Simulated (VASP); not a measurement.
# I (P6/mmm) in VASP: single point with LDA

Aim: the single point of I with LDA.

All numbers are computed with VASP 6.6.1; they aren't measurements. Logs are shortened: lines on timing, memory, paths and dates and some standing lists are left out, and cuts for length are marked.

### Step 1. The cell of the first run

It takes space group P6/mmm (No. 191, hexagonal). The conventional cell has a = 4.234 Å, b = 4.234 Å, c = 2.478 Å, α = 90.00°, β = 90.00°, γ = 120.00°. Within 3.3 Å of I (site symmetry 6/mmm) lie 14 I at 2.48 to 2.74 Å. Within 3.2 Å of I (site symmetry -6m2) lie 11 I at 2.44 to 2.74 Å.

### Step 2. Single point, LDA

Contents of INCAR:

```
PREC = Accurate
ENCUT = 520
EDIFF = 1E-7
ISMEAR = -1
SIGMA = 0.05
LREAL = False
LASPH = True
NELM = 60
ALGO = Normal
ISIF = 2
LWAVE = False
LCHARG = True
GGA = CA
LELF = True
LVHAR = True
NBANDS = 18
```

Contents of KPOINTS:

```
regular mesh
0
Gamma
  9 9 12
```

Contents of POSCAR:

```
I
1.0
    4.2344876389      0.0000000000      0.0000000000
   -2.1172438194      3.6671738673      0.0000000000
    0.0000000000      0.0000000000      2.4781436714
I
3
Direct
    0.0000000000      0.0000000000      0.0000000000
    0.3333333333      0.6666666667      0.5000000000
    0.6666666667      0.3333333333      0.5000000000
```

Potentials or basis: VASP PAW LDA potentials, release 64 (I).

On the command line:

```console
cat potpaw_LDA.64/I/POTCAR > POTCAR
mpirun -np 1 vasp_std > vasp.out
```

OUTCAR:

```text
PREC = Accurate
   ENCUT = 520
   EDIFF = 1E-7
   ISMEAR = -1
   LREAL = False
   LASPH = True
   NELM = 60
   ISIF = 2
   GGA = CA

 ion  position               nearest neighbor table
   1  0.000  0.000  0.000-   2 2.74   3 2.74   2 2.74   3 2.74   2 2.74   2 2.74   3 2.74   3 2.74
                             3 2.74   3 2.74   2 2.74   2 2.74
   2  0.333  0.667  0.500-   3 2.44   3 2.44   3 2.44   1 2.74   1 2.74   1 2.74   1 2.74   1 2.74
                             1 2.74   3 3.48   3 3.48   3 3.48   3 3.48   3 3.48   3 3.48
   3  0.667  0.333  0.500-   2 2.44   2 2.44   2 2.44   1 2.74   1 2.74   1 2.74   1 2.74   1 2.74
                             1 2.74   2 3.48   2 3.48   2 3.48   2 3.48   2 3.48   2 3.48

  LATTYP: Found a hexagonal cell.
 ALAT       =     4.2344876389
 C/A-ratio  =     0.5852286942

  Lattice vectors:

 A1 = (   4.2344876389,   0.0000000000,   0.0000000000)
 A2 = (  -2.1172438194,   3.6671738673,   0.0000000000)
 A3 = (   0.0000000000,   0.0000000000,   2.4781436714)

Analysis of symmetry for initial positions (statically):
=====================================================================
 Subroutine PRICEL returns:
 Original cell was already a primitive cell.

 Routine SETGRP: Setting up the symmetry group for a
 hexagonal supercell.

 Subroutine GETGRP returns: Found 24 space group operations
 (whereof 24 operations were pure point group operations)
 out of a pool of 24 trial point group operations.

The static configuration has the point symmetry D_6h.

Analysis of symmetry for dynamics (positions and initial velocities):
=====================================================================
 Subroutine PRICEL returns:
 Original cell was already a primitive cell.

 Routine SETGRP: Setting up the symmetry group for a
 hexagonal supercell.

 Subroutine GETGRP returns: Found 24 space group operations
 (whereof 24 operations were pure point group operations)
 out of a pool of 24 trial point group operations.

The dynamic configuration has the point symmetry D_6h.

 Subroutine INISYM returns: Found 24 space group operations
 (whereof 24 operations are pure point group operations),
 and found     1 'primitive' translations

----------------------------------------------------------------------------------------

                                     Primitive cell

  volume of cell :      38.4821

  direct lattice vectors                    reciprocal lattice vectors
     4.234487639  0.000000000  0.000000000     0.236156080  0.136344776  0.000000000
    -2.117243819  3.667173867  0.000000000     0.000000000  0.272689552  0.000000000
     0.000000000  0.000000000  2.478143671     0.000000000  0.000000000  0.403527855

  length of vectors
     4.234487639  4.234487639  2.478143671     0.272689552  0.272689552  0.403527855

  position of ions in fractional coordinates (direct lattice)
     0.000000000  0.000000000  0.000000000
     0.333333333  0.666666667  0.500000000
     0.666666667  0.333333333  0.500000000

  ion indices of the primitive-cell ions
   primitive index   ion index
                 1           1
                 2           2
                 3           3

----------------------------------------------------------------------------------------

 KPOINTS: regular mesh

Automatic generation of k-mesh.
 Grid dimensions read from file:
 generate k-points for:    9    9   12

 Generating k-lattice:

  Cartesian coordinates                     Fractional coordinates (reciprocal lattice)
     0.026239564  0.015149420  0.000000000     0.111111111  0.000000000  0.000000000
     0.000000000  0.030298839  0.000000000     0.000000000  0.111111111  0.000000000
     0.000000000  0.000000000  0.033627321     0.000000000  0.000000000  0.083333333

  Length of vectors
     0.030298839  0.030298839  0.033627321

  Shift w.r.t. Gamma in fractional coordinates (k-lattice)
     0.000000000  0.000000000  0.000000000

 Subroutine IBZKPT returns following result:
 ===========================================

 Found     84 irreducible k-points:

 Following reciprocal coordinates:
            Coordinates               Weight
  0.000000  0.000000  0.000000      1.000000
  0.111111  0.000000  0.000000      6.000000
  0.222222  0.000000  0.000000      6.000000
  0.333333  0.000000  0.000000      6.000000
  0.444444  0.000000  0.000000      6.000000
  0.111111  0.111111  0.000000      6.000000
[... 16 lines left out ...]
  0.333333  0.222222  0.083333     24.000000
  0.333333  0.333333  0.083333      4.000000
 [... further k-points ...]
   k-points           NKPTS =     84   k-points in BZ     NKDIM =     84   number of bands    NBANDS=     18
   number of dos      NEDOS =    301   number of ions     NIONS =      3
   total plane-waves  NPLWV =  18432
   dimension x,y,z NGX =    32 NGY =   32 NGZ =   18
   dimension x,y,z NGXF=    64 NGYF=   64 NGZF=   36
   ions per type =               3
   NGX,Y,Z   is equivalent  to a cutoff of  12.56, 12.56, 12.08 a.u.
   NGXF,Y,Z  is equivalent  to a cutoff of  25.13, 25.13, 24.15 a.u.
 SYSTEM =  unknown system
   PREC   = accura    normal or accurate (medium, high low for compatibility)
   ISTART =      0    job   : 0-new  1-cont  2-samecut
   ICHARG =      2    charge: 1-file 2-atom 10-const
   ISPIN  =      1    spin polarized calculation?
   LNONCOLLINEAR =      F non collinear calculations
   LSORBIT =      F    spin-orbit coupling
   LASPH  =      T    aspherical Exc in radial PAW
   ENCUT  =  520.0 eV  38.22 Ry    6.18 a.u.   7.87  7.87  4.61*2*pi/ulx,y,z
   NELM   =     60;   NELMIN=  2; NELMDL= -5     # of ELM steps
   EDIFF  = 0.1E-06   stopping-criterion for ELM
   LREAL  =      F    real-space projection
   EDIFFG = 0.1E-05   stopping-criterion for IOM
   NSW    =      0    number of steps for IOM
   IBRION =     -1    ionic relax: 0-MD 1-quasi-New 2-CG
   NFREE  =      0    steps in history (QN), initial steepest desc. (CG)
   ISIF   =      2    stress and relaxation
   ISYM   =      2    0-nonsym 1-usesym 2-fastsym
   POTIM  = 0.5000    time-step for ionic-motion
   TEBEG  =    0.0;   TEEND  =   0.0 temperature during run
   PSTRESS=    0.0 pullay stress
   NELECT =      21.0000    total number of electrons
   NUPDOWN=      -1.0000    fix difference up-down
   EMIN   =  10.00;   EMAX   =-10.00  energy-range for DOS
   EFERMI =   0.00;   METHOD = LEGACY
   ISMEAR =    -1;   SIGMA  =   0.05  broadening in eV -4-tet -1-fermi 0-gaus
   EFERMI_NEDOS =   21; number of points for ismear=-14 and -15
   IALGO  =     38    algorithm
   IMIX   =      4    mixing-type and parameters
     AMIX     =   0.40;   BMIX     =  1.00
     AMIX_MAG =   1.60;   BMIX_MAG =  1.00
  volume/ion in A,a.u.               =      12.83        86.56
  Fermi-wavevector in a.u.,A,eV,Ry     =   1.337812  2.528097 24.350892  1.789740
  Thomas-Fermi vector in A             =   2.466331
   LORBIT       =      0    0 simple, 1 ext, 2 COOP (PROOUT), +10 PAW based schemes
   GGA     = CA    functional components
   LHFCALC =     F    Hartree Fock is set to
   AEXX    =    0.0000 exact exchange contribution
   IVDW    =     0    specifies the selected vdW correction
   LEPSILON=     F    determine dielectric tensor
   LRPA    =     F    only Hartree local field effects (RPA)
 non-spin polarized calculation
  energy-cutoff  :      520.00
  volume of cell :       38.48
 maximum number of plane-waves:      1056
 NGX is ok and might be reduce to    32
   NGX = 15   NGY = 15   NGZ =  9

 number of electron      20.9999997 magnetization

 Free energy of the ion-electron system (eV)
  ---------------------------------------------------
  ext. energy  EPLUGINS =         0.00000000
  ---------------------------------------------------
  free energy    TOTEN  =        17.52587396 eV

  energy without entropy =       17.53906058  energy(sigma->0) =       17.53246727

 E-fermi :  24.6506     XC(G=0): -14.1427

 val. band max:       24.6478318269   @ k =   0.3333   0.0000   0.3333
 cond. band min:      24.6674650856   @ k =   0.3333   0.2222   0.0000
 fundamental gap:      0.0196332587
 Fermi energy:        24.6505552876

 k-point     1 :       0.0000    0.0000    0.0000
  band No.  band energies     occupation
      1      -1.2543      2.00000
      2       8.9534      2.00000
      3       9.0365      2.00000
      4      11.9241      2.00000
      5      11.9241      2.00000
      6      12.3755      2.00000
[... 10 lines left out ...]
     17      35.1964      0.00000
     18      35.2033      0.00000

 k-point     2 :       0.1111    0.0000    0.0000
  band No.  band energies     occupation
      1      -1.1051      2.00000
      2       7.9473      2.00000
      3       8.4761      2.00000
      4      10.8860      2.00000
      5      12.0785      2.00000
      6      13.6915      2.00000
[... 10 lines left out ...]
     17      35.6820      0.00000
     18      36.1294      0.00000

 k-point     3 :       0.2222    0.0000    0.0000
  band No.  band energies     occupation
      1      -0.6573      2.00000
      2       5.9896      2.00000
      3       7.7915      2.00000
      4       9.9443      2.00000
      5      13.5178      2.00000
      6      15.4637      2.00000
[... 10 lines left out ...]
     17      35.4685      0.00000
     18      35.9240      0.00000

 k-point     4 :       0.3333    0.0000    0.0000
  band No.  band energies     occupation
      1       0.0895      2.00000
      2       4.1149      2.00000
      3       7.2950      2.00000
      4       9.3054      2.00000
      5      15.4690      2.00000
      6      17.4776      2.00000
[... 375 lines left out ...]
      4      12.8871      2.00000
      5      13.2208      2.00000
      6      20.6270      2.00000
[... 10 lines left out ...]
     17      32.8834      0.00000
     18      33.3425      0.00000

 k-point    23 :       0.3333    0.2222    0.0833
  band No.  band energies     occupation
      1       1.7608      2.00000
      2       3.1146      2.00000
      3       4.4559      2.00000
      4      12.7778      2.00000
      5      15.3761      2.00000
      6      17.9802      2.00000
[... 10 lines left out ...]
     17      32.5507      0.00000
     18      32.7434      0.00000

 k-point    24 :       0.3333    0.3333    0.0833
  band No.  band energies     occupation
      1       2.8597      2.00000
      2       2.8597      2.00000
      3       3.1812      2.00000
      4      14.9331      2.00000
      5      15.4189      2.00000
      6      15.4189      2.00000
[... 10 lines left out ...]
     17      32.5911      0.00000
     18      32.5911      0.00000

 [... further k-points ...]
[... 5 lines left out ...]
  --------------------------------------------------------------------------------------
  -------------------------------------------------------------------------------------
  Total       69.8879148     69.8879148     69.8700059      0.0000000      0.0000000      0.0000000
  in kB     2909.7375149   2909.7375149   2908.9918911      0.0000000      0.0000000      0.0000000
  external PRESSURE =    2909.4889736 kB  Pullay stress =       0.0000000 kB

 VOLUME and BASIS-vectors are now :
 -----------------------------------------------------------------------------
  energy-cutoff  :      520.00
  volume of cell :       38.48
      direct lattice vectors                 reciprocal lattice vectors
     4.234487639  0.000000000  0.000000000     0.236156080  0.136344776  0.000000000
    -2.117243819  3.667173867  0.000000000     0.000000000  0.272689552  0.000000000
     0.000000000  0.000000000  2.478143671     0.000000000  0.000000000  0.403527855

 POSITION                                       TOTAL-FORCE (eV/Angst)
 -----------------------------------------------------------------------------------
      0.00000      0.00000      0.00000        -0.000000     -0.000000      0.000000
     -0.00000      2.44478      1.23907        -0.000000      0.000000     -0.000000
      2.11724      1.22239      1.23907         0.000000      0.000000      0.000000
 -----------------------------------------------------------------------------------
    total drift:                               -0.000000      0.000000     -0.000000

  FREE ENERGIE OF THE ION-ELECTRON SYSTEM (eV)
  ---------------------------------------------------
  free  energy   TOTEN  =        17.5258739626 eV

  energy  without entropy=       17.5390605764  energy(sigma->0) =       17.53246727
```

Wall time 23 s (1 thread of Intel Xeon Platinum 8375C at 2.90GHz (Ice Lake), shared host); peak memory 0.16 GiB.

What came out:

```yaml
Free_energy: 17.5259 eV
Pressure: 290.9 GPa
```

Levels at points of the mesh, in eV from the Fermi level:
```tsv
k point	band 9	band 10	band 11	band 12	band 13	band 14
(0.00, 0.00, 0.00)	3.61	5.94	5.94	7.70	7.86	8.50
(0.00, 0.00, 0.50)	-6.42	-6.42	-5.00	-5.00	-2.01	-2.01
```

Caveat: spin-orbit coupling is left out, which moves the levels of the heavy elements; an odd number of electrons without spin polarisation forces a metal; a magnetic or distorted state may lie lower.
